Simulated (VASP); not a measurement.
# HgF3 (Fm-3m) in VASP: notebook

The runs below take HgF3 through single point, with r2SCAN.

All numbers are computed with VASP 6.6.1; they aren't measurements. Logs are shortened: lines on timing, memory, paths and dates and some standing lists are left out, and cuts for length are marked.

## 1. The cell of the first run

The structure is cubic, space group Fm-3m (No. 225). The conventional cell has a = 5.629 Å, b = 5.629 Å, c = 5.629 Å, α = 90.00°, β = 90.00°, γ = 90.00°. Within 3.2 Å of Hg (site symmetry m-3m) lie 14 F at 2.44 to 2.81 Å. F (site symmetry -43m) has 4 Hg at 2.44 Å and 10 F at 2.44 to 2.81 Å within 3.2 Å. F (site symmetry m-3m) has 8 F at 2.44 Å and 6 Hg at 2.81 Å within 3.2 Å.

## 2. Single point, r2SCAN

File POSCAR:

```
HgF3
1.0
    0.0000000000      2.8146333012      2.8146333012
    2.8146333012      0.0000000000      2.8146333012
    2.8146333012      2.8146333012      0.0000000000
Hg F
1 3
Direct
    0.0000000000      0.0000000000      0.0000000000
    0.2500000000      0.2500000000      0.2500000000
    0.7500000000      0.7500000000      0.7500000000
    0.5000000000      0.5000000000      0.5000000000
```

File INCAR.step1:

```
PREC = Accurate
ENCUT = 520
ISMEAR = -1
SIGMA = 0.1
LREAL = F
LASPH = T
NELM = 100
NBANDS = 24
GGA = PE
ALGO = Normal
EDIFF = 1E-4
LWAVE = T
LCHARG = F
```

File INCAR.step2:

```
PREC = Accurate
ENCUT = 520
EDIFF = 1E-6
ISMEAR = -1
SIGMA = 0.1
LREAL = F
LASPH = T
NELM = 100
ALGO = Normal
ISIF = 2
LWAVE = F
LCHARG = F
METAGGA = R2SCAN
LMIXTAU = T
NBANDS = 24
ISTART = 1
```

File KPOINTS:

```
Automatic mesh
0
Gamma
  7 7 7
```

Potentials or basis: VASP PAW PBE potentials, release 64 (Hg, F).

Launch:

```
cat potpaw_PBE.64/Hg/POTCAR potpaw_PBE.64/F/POTCAR > POTCAR
cp INCAR.step1 INCAR
mpirun -np 1 vasp_std > vasp.out
cp INCAR.step2 INCAR
mpirun -np 1 vasp_std > vasp.out
```

OUTCAR:

```text
PREC = Accurate
   ENCUT = 520
   EDIFF = 1E-6
   ISMEAR = -1
   LREAL = F
   LASPH = T
   NELM = 100
   ISIF = 2
   METAGGA = R2SCAN
   ISTART = 1

 ion  position               nearest neighbor table
   1  0.000  0.000  0.000-   3 2.44   3 2.44   3 2.44   2 2.44   3 2.44   2 2.44   2 2.44   2 2.44
                             4 2.81   4 2.81   4 2.81   4 2.81   4 2.81   4 2.81
   2  0.250  0.250  0.250-   1 2.44   1 2.44   1 2.44   1 2.44
   3  0.750  0.750  0.750-   1 2.44   1 2.44   1 2.44   1 2.44
   4  0.500  0.500  0.500-   1 2.81   1 2.81   1 2.81   1 2.81   1 2.81   1 2.81

  LATTYP: Found a face centered cubic cell.
 ALAT       =     5.6292666024

  Lattice vectors:

 A1 = (   0.0000000000,   2.8146333012,   2.8146333012)
 A2 = (   2.8146333012,   0.0000000000,   2.8146333012)
 A3 = (   2.8146333012,   2.8146333012,   0.0000000000)

Analysis of symmetry for initial positions (statically):
=====================================================================
 Subroutine PRICEL returns:
 Original cell was already a primitive cell.

 Routine SETGRP: Setting up the symmetry group for a
 face centered cubic supercell.

 Subroutine GETGRP returns: Found 48 space group operations
 (whereof 48 operations were pure point group operations)
 out of a pool of 48 trial point group operations.

The static configuration has the point symmetry O_h .

Analysis of symmetry for dynamics (positions and initial velocities):
=====================================================================
 Subroutine PRICEL returns:
 Original cell was already a primitive cell.

 Routine SETGRP: Setting up the symmetry group for a
 face centered cubic supercell.

 Subroutine GETGRP returns: Found 48 space group operations
 (whereof 48 operations were pure point group operations)
 out of a pool of 48 trial point group operations.

The dynamic configuration has the point symmetry O_h .

 Subroutine INISYM returns: Found 48 space group operations
 (whereof 48 operations are pure point group operations),
 and found     1 'primitive' translations

----------------------------------------------------------------------------------------

                                     Primitive cell

  volume of cell :      44.5960

  direct lattice vectors                    reciprocal lattice vectors
     0.000000000  2.814633301  2.814633301    -0.177643034  0.177643034  0.177643034
     2.814633301  0.000000000  2.814633301     0.177643034 -0.177643034  0.177643034
     2.814633301  2.814633301  0.000000000     0.177643034  0.177643034 -0.177643034

  length of vectors
     3.980492588  3.980492588  3.980492588     0.307686761  0.307686761  0.307686761

  position of ions in fractional coordinates (direct lattice)
     0.000000000  0.000000000  0.000000000
     0.250000000  0.250000000  0.250000000
     0.750000000  0.750000000  0.750000000
     0.500000000  0.500000000  0.500000000

  ion indices of the primitive-cell ions
   primitive index   ion index
                 1           1
                 2           2
                 3           3
                 4           4

----------------------------------------------------------------------------------------

 KPOINTS: Automatic mesh

Automatic generation of k-mesh.
 Grid dimensions read from file:
 generate k-points for:    7    7    7

 Generating k-lattice:

  Cartesian coordinates                     Fractional coordinates (reciprocal lattice)
    -0.025377576  0.025377576  0.025377576     0.142857143  0.000000000  0.000000000
     0.025377576 -0.025377576  0.025377576     0.000000000  0.142857143  0.000000000
     0.025377576  0.025377576 -0.025377576     0.000000000  0.000000000  0.142857143

  Length of vectors
     0.043955252  0.043955252  0.043955252

  Shift w.r.t. Gamma in fractional coordinates (k-lattice)
     0.000000000  0.000000000  0.000000000

 Subroutine IBZKPT returns following result:
 ===========================================

 Found     20 irreducible k-points:

 Following reciprocal coordinates:
            Coordinates               Weight
  0.000000  0.000000  0.000000      1.000000
  0.142857  0.000000  0.000000      8.000000
  0.285714  0.000000  0.000000      8.000000
  0.428571  0.000000  0.000000      8.000000
  0.142857  0.142857  0.000000      6.000000
  0.285714  0.142857  0.000000     24.000000
[... 12 lines left out ...]
 -0.428571  0.428571  0.142857     24.000000
 -0.285714  0.428571  0.142857     24.000000
   k-points           NKPTS =     20   k-points in BZ     NKDIM =     20   number of bands    NBANDS=     24
   number of dos      NEDOS =    301   number of ions     NIONS =      4
   total plane-waves  NPLWV =  27000
   dimension x,y,z NGX =    30 NGY =   30 NGZ =   30
   dimension x,y,z NGXF=    60 NGYF=   60 NGZF=   60
   ions per type =               1   3
   NGX,Y,Z   is equivalent  to a cutoff of  12.53, 12.53, 12.53 a.u.
   NGXF,Y,Z  is equivalent  to a cutoff of  25.06, 25.06, 25.06 a.u.
 SYSTEM =  unknown system
   PREC   = accura    normal or accurate (medium, high low for compatibility)
   ISTART =      1    job   : 0-new  1-cont  2-samecut
   ICHARG =      0    charge: 1-file 2-atom 10-const
   ISPIN  =      1    spin polarized calculation?
   LNONCOLLINEAR =      F non collinear calculations
   LSORBIT =      F    spin-orbit coupling
   LASPH  =      T    aspherical Exc in radial PAW
   ENCUT  =  520.0 eV  38.22 Ry    6.18 a.u.   7.40  7.40  7.40*2*pi/ulx,y,z
   NELM   =    100;   NELMIN=  2; NELMDL=  0     # of ELM steps
   EDIFF  = 0.1E-05   stopping-criterion for ELM
   LREAL  =      F    real-space projection
   EDIFFG = 0.1E-04   stopping-criterion for IOM
   NSW    =      0    number of steps for IOM
   IBRION =     -1    ionic relax: 0-MD 1-quasi-New 2-CG
   NFREE  =      0    steps in history (QN), initial steepest desc. (CG)
   ISIF   =      2    stress and relaxation
   ISYM   =      2    0-nonsym 1-usesym 2-fastsym
   POTIM  = 0.5000    time-step for ionic-motion
   TEBEG  =    0.0;   TEEND  =   0.0 temperature during run
   PSTRESS=    0.0 pullay stress
   NELECT =      33.0000    total number of electrons
   NUPDOWN=      -1.0000    fix difference up-down
   EMIN   =  10.00;   EMAX   =-10.00  energy-range for DOS
   EFERMI =   0.00;   METHOD = LEGACY
   ISMEAR =    -1;   SIGMA  =   0.10  broadening in eV -4-tet -1-fermi 0-gaus
   EFERMI_NEDOS =   21; number of points for ismear=-14 and -15
   IALGO  =     38    algorithm
   IMIX   =      4    mixing-type and parameters
     AMIX     =   0.40;   BMIX     =  1.00
     AMIX_MAG =   1.60;   BMIX_MAG =  1.00
  volume/ion in A,a.u.               =      11.15        75.24
  Fermi-wavevector in a.u.,A,eV,Ry     =   1.480747  2.798207 29.832311  2.192613
  Thomas-Fermi vector in A             =   2.594743
   LORBIT       =      0    0 simple, 1 ext, 2 COOP (PROOUT), +10 PAW based schemes
   METAGGA = R2SCAN    functional components
   LHFCALC =     F    Hartree Fock is set to
   AEXX    =    0.0000 exact exchange contribution
   IVDW    =     0    specifies the selected vdW correction
   LEPSILON=     F    determine dielectric tensor
   LRPA    =     F    only Hartree local field effects (RPA)
 non-spin polarized calculation
  energy-cutoff  :      520.00
  volume of cell :       44.60
 maximum number of plane-waves:      1243
 NGX is ok and might be reduce to    30
   NGX = 15   NGY = 15   NGZ = 15

 number of electron      33.0000042 magnetization

 Free energy of the ion-electron system (eV)
  ---------------------------------------------------
  ext. energy  EPLUGINS =         0.00000000
  ---------------------------------------------------
  free energy    TOTEN  =       -62.41371947 eV

  energy without entropy =      -62.23055989  energy(sigma->0) =      -62.32213968

 E-fermi :  -0.7397     XC(G=0): -12.0272

 val. band max:       -0.7836860140   @ k =   0.2857   0.0000   0.0000
 cond. band min:      -0.7331238766   @ k =  -0.4286   0.1429   0.0000
 fundamental gap:      0.0505621374
 Fermi energy:        -0.7396718158

 k-point     1 :       0.0000    0.0000    0.0000
  band No.  band energies     occupation
      1     -23.5142      2.00000
      2     -22.3563      2.00000
      3     -21.3436      2.00000
      4      -6.0663      2.00000
      5      -6.0663      2.00000
      6      -6.0663      2.00000
[... 16 lines left out ...]
     23      18.8996      0.00000
     24      21.5054      0.00000

 k-point     2 :       0.1429    0.0000    0.0000
  band No.  band energies     occupation
      1     -23.4336      2.00000
      2     -22.3942      2.00000
      3     -21.3913      2.00000
      4      -6.0027      2.00000
      5      -6.0027      2.00000
      6      -5.9007      2.00000
[... 16 lines left out ...]
     23      19.2395      0.00000
     24      21.3198      0.00000

 k-point     3 :       0.2857    0.0000    0.0000
  band No.  band energies     occupation
      1     -23.2195      2.00000
      2     -22.5015      2.00000
      3     -21.5120      2.00000
      4      -5.9060      2.00000
      5      -5.9060      2.00000
      6      -5.3591      2.00000
[... 16 lines left out ...]
     23      19.9482      0.00000
     24      20.9886      0.00000

 k-point     4 :       0.4286    0.0000    0.0000
  band No.  band energies     occupation
      1     -22.9494      2.00000
      2     -22.6728      2.00000
      3     -21.6196      2.00000
      4      -5.9018      2.00000
      5      -5.9018      2.00000
      6      -4.8879      2.00000
[... 16 lines left out ...]
     23      20.5315      0.00000
     24      21.0903      0.00000

 k-point     5 :       0.1429    0.1429    0.0000
  band No.  band energies     occupation
      1     -23.4073      2.00000
      2     -22.4045      2.00000
      3     -21.4093      2.00000
      4      -6.0071      2.00000
      5      -6.0071      2.00000
      6      -5.7793      2.00000
[... 16 lines left out ...]
     23      19.3057      0.00000
     24      20.7471      0.00000

 k-point     6 :       0.2857    0.1429    0.0000
  band No.  band energies     occupation
      1     -23.2401      2.00000
      2     -22.4801      2.00000
      3     -21.5124      2.00000
      4      -5.9101      2.00000
      5      -5.8284      2.00000
      6      -5.4043      2.00000
[... 16 lines left out ...]
     23      19.5338      0.00000
     24      20.3437      0.00000
[... 271 lines left out ...]
 k-point    17 :       0.4286    0.2857    0.1429
  band No.  band energies     occupation
      1     -23.0604      2.00000
      2     -22.5530      2.00000
      3     -21.6282      2.00000
      4      -5.7566      2.00000
      5      -5.6061      2.00000
      6      -5.2650      2.00000
[... 16 lines left out ...]
     23      19.9945      0.00000
     24      20.0636      0.00000

 k-point    18 :      -0.4286    0.2857    0.1429
  band No.  band energies     occupation
      1     -22.8451      2.00000
      2     -22.6629      2.00000
      3     -21.7397      2.00000
      4      -5.7369      2.00000
      5      -5.4271      2.00000
      6      -5.3080      2.00000
[... 16 lines left out ...]
     23      20.0734      0.00000
     24      20.6537      0.00000

 k-point    19 :      -0.4286    0.4286    0.1429
  band No.  band energies     occupation
      1     -22.8054      2.00000
      2     -22.6324      2.00000
      3     -21.8130      2.00000
      4      -5.7788      2.00000
      5      -5.1979      2.00000
      6      -5.1620      2.00000
[... 16 lines left out ...]
     23      19.1610      0.00000
     24      20.0308      0.00000

 k-point    20 :      -0.2857    0.4286    0.1429
  band No.  band energies     occupation
      1     -22.7125      2.00000
      2     -22.7099      2.00000
      3     -21.8280      2.00000
      4      -5.8923      2.00000
      5      -5.1065      2.00000
      6      -5.0529      2.00000
[... 16 lines left out ...]
     23      20.0165      0.00000
     24      20.0323      0.00000

------------------------ aborting loop because EDIFF is reached ----------------------------------------

  FORCE on cell =-STRESS in cart. coord.  units (eV):
  Direction    XX          YY          ZZ          XY          YZ          ZX
  --------------------------------------------------------------------------------------
  -------------------------------------------------------------------------------------
  Total        0.3024477      0.3024477      0.3024477     -0.0000000      0.0000000     -0.0000000
  in kB       10.8658942     10.8658942     10.8658942     -0.0000000      0.0000000     -0.0000000
  external PRESSURE =      10.8658942 kB  Pullay stress =       0.0000000 kB

 VOLUME and BASIS-vectors are now :
 -----------------------------------------------------------------------------
  energy-cutoff  :      520.00
  volume of cell :       44.60
      direct lattice vectors                 reciprocal lattice vectors
     0.000000000  2.814633301  2.814633301    -0.177643034  0.177643034  0.177643034
     2.814633301  0.000000000  2.814633301     0.177643034 -0.177643034  0.177643034
     2.814633301  2.814633301  0.000000000     0.177643034  0.177643034 -0.177643034

 POSITION                                       TOTAL-FORCE (eV/Angst)
 -----------------------------------------------------------------------------------
      0.00000      0.00000      0.00000         0.000000     -0.000000      0.000000
      1.40732      1.40732      1.40732        -0.000000     -0.000000      0.000000
      4.22195      4.22195      4.22195         0.000000      0.000000     -0.000000
      2.81463      2.81463      2.81463         0.000000     -0.000000      0.000000
 -----------------------------------------------------------------------------------
    total drift:                                0.000000     -0.000000      0.000000

  FREE ENERGIE OF THE ION-ELECTRON SYSTEM (eV)
  ---------------------------------------------------
  free  energy   TOTEN  =       -62.4137194702 eV

  energy  without entropy=      -62.2305598949  energy(sigma->0) =      -62.32213968
```

Run time: 2.1 min. Hardware: 1 thread of Intel Xeon Platinum 8375C at 2.90GHz (Ice Lake), shared host; peak memory 0.18 GiB.

Results:

| Quantity | Value |
| --- | --- |
| Free energy | -62.4137 eV |
| Pressure | 1.1 GPa |

Caveat: the PAW data sets were made with another functional, which shifts forces and pressure a little; spin-orbit coupling is left out, which moves the levels of the heavy elements; an odd number of electrons without spin polarisation forces a metal; a magnetic or distorted state may lie lower.

## 3. Single point, r2SCAN

This run uses another cell than the first one, of 11.50 Å³/atom, 1.032 times its volume.

File POSCAR:

```
HgF3
1.0
    0.0000000000      2.8439545082      2.8439545082
    2.8439545082      0.0000000000      2.8439545082
    2.8439545082      2.8439545082      0.0000000000
Hg F
1 3
Direct
    0.0000000000      0.0000000000      0.0000000000
    0.2500000000      0.2500000000      0.2500000000
    0.7500000000      0.7500000000      0.7500000000
    0.5000000000      0.5000000000      0.5000000000
```

File INCAR.step1:

```
SYSTEM = HgF3
ALGO = Normal
EDIFF = 1E-4
ENCUT = 520
GGA = PE
ISMEAR = -1
LASPH = .TRUE.
LCHARG = .FALSE.
LREAL = .FALSE.
LWAVE = .TRUE.
NBANDS = 24
NELM = 60
PREC = Accurate
SIGMA = 0.1
```

File INCAR.step2:

```
SYSTEM = HgF3
ALGO = Normal
EDIFF = 1E-7
ENCUT = 520
ISIF = 2
ISMEAR = -1
ISTART = 1
LASPH = .TRUE.
LCHARG = .TRUE.
LELF = .TRUE.
LMIXTAU = .TRUE.
LREAL = .FALSE.
LVHAR = .TRUE.
LWAVE = .FALSE.
METAGGA = R2SCAN
NBANDS = 24
NELM = 60
PREC = Accurate
SIGMA = 0.1
```

File KPOINTS:

```
k-points
0
G
  7 7 7
  0 0 0
```

Potentials or basis: VASP PAW PBE potentials, release 64 (Hg, F).

Launch:

```
cat potpaw_PBE.64/Hg/POTCAR potpaw_PBE.64/F/POTCAR > POTCAR
cp INCAR.step1 INCAR
mpirun -np 1 vasp_std > vasp.out
cp INCAR.step2 INCAR
mpirun -np 1 vasp_std > vasp.out
```

Run time: 3 min. Hardware: 1 thread of Intel Xeon Platinum 8375C at 2.90GHz (Ice Lake), shared host; peak memory 0.18 GiB.

Results (log left out):

```yaml
Free_energy: -62.4123 eV
Pressure: -2.3 GPa
```

Levels at points of the mesh, in eV from the Fermi level:
```tsv
k point	band 13	band 14	band 15	band 16	band 17	band 18	band 19	band 20	band 21	band 22
(0.00, 0.00, 0.00)	-0.70	-0.70	-0.56	-0.56	-0.56	1.97	13.78	13.78	13.78	19.46
```

Caveat: the PAW data sets were made with another functional, which shifts forces and pressure a little; spin-orbit coupling is left out, which moves the levels of the heavy elements; an odd number of electrons without spin polarisation forces a metal; a magnetic or distorted state may lie lower.

## 4. Single point, r2SCAN

This run uses another cell than the first one, of 11.85 Å³/atom, 1.063 times its volume.

File POSCAR:

```
HgF3
1.0
    0.0000000000      2.8726832659      2.8726832659
    2.8726832659      0.0000000000      2.8726832659
    2.8726832659      2.8726832659      0.0000000000
Hg F
1 3
Direct
    0.0000000000      0.0000000000      0.0000000000
    0.2500000000      0.2500000000      0.2500000000
    0.7500000000      0.7500000000      0.7500000000
    0.5000000000      0.5000000000      0.5000000000
```

File INCAR.step1:

```
SYSTEM = HgF3
PREC = Accurate
ENCUT = 520
ISMEAR = -1
SIGMA = 0.1
LREAL = .False.
LASPH = .True.
NELM = 100
NBANDS = 24
GGA = PE
ALGO = Normal
EDIFF = 1E-4
LWAVE = .True.
LCHARG = .False.
```

File INCAR.step2:

```
SYSTEM = HgF3
PREC = Accurate
ENCUT = 520
EDIFF = 1E-6
ISMEAR = -1
SIGMA = 0.1
LREAL = .False.
LASPH = .True.
NELM = 100
ALGO = Normal
ISIF = 2
LWAVE = .False.
LCHARG = .False.
METAGGA = R2SCAN
LMIXTAU = .True.
NBANDS = 24
ISTART = 1
```

File KPOINTS:

```
Automatic mesh
0
Gamma
  7 7 7
  0 0 0
```

Launch:

```
cat potpaw_PBE.64/Hg/POTCAR potpaw_PBE.64/F/POTCAR > POTCAR
cp INCAR.step1 INCAR
mpirun -np 1 vasp_std > vasp.out
cp INCAR.step2 INCAR
mpirun -np 1 vasp_std > vasp.out
```

Wall time 2.6 min (1 thread of Intel Xeon Platinum 8375C at 2.90GHz (Ice Lake), shared host); peak memory 0.18 GiB.

The run converged. Its results:

```yaml
Free_energy: -62.3840 eV
Pressure: -5.0 GPa
```

Levels at points of the mesh, in eV from the Fermi level:
| k point | band 14 | band 15 | band 16 | band 17 | band 18 | band 19 | band 20 | band 21 |
| --- | --- | --- | --- | --- | --- | --- | --- | --- |
| (0.00, 0.00, 0.00) | -0.65 | -0.58 | -0.58 | -0.58 | 1.87 | 13.57 | 13.57 | 13.57 |

Caveat: the PAW data sets were made with another functional, which shifts forces and pressure a little; spin-orbit coupling is left out, which moves the levels of the heavy elements; an odd number of electrons without spin polarisation forces a metal; a magnetic or distorted state may lie lower.

## 5. Overview

| cell | gap on the mesh (eV) | pressure (GPa) |
| --- | --- | --- |
| a = 3.980 Å, angles 60.0°, 4 atoms | none | 1.1 |
| a = 4.022 Å, angles 60.0°, 4 atoms | none | -2.3 |
| a = 4.063 Å, angles 60.0°, 4 atoms | none | -5.0 |

Alike in all rows: task single point; level r2SCAN; potentials or basis VASP PAW PBE potentials, release 64 (Hg, F); no spin polarisation; k mesh 7 × 7 × 7; cutoff (eV) 520; smearing fermi-dirac 0.1 eV.

Caveats: the PAW data sets were made with another functional, which shifts forces and pressure a little; spin-orbit coupling is left out, which moves the levels of the heavy elements; an odd number of electrons without spin polarisation forces a metal; a magnetic or distorted state may lie lower.

Total energies depend on the potentials used, so only differences within one code and one set of settings carry meaning.
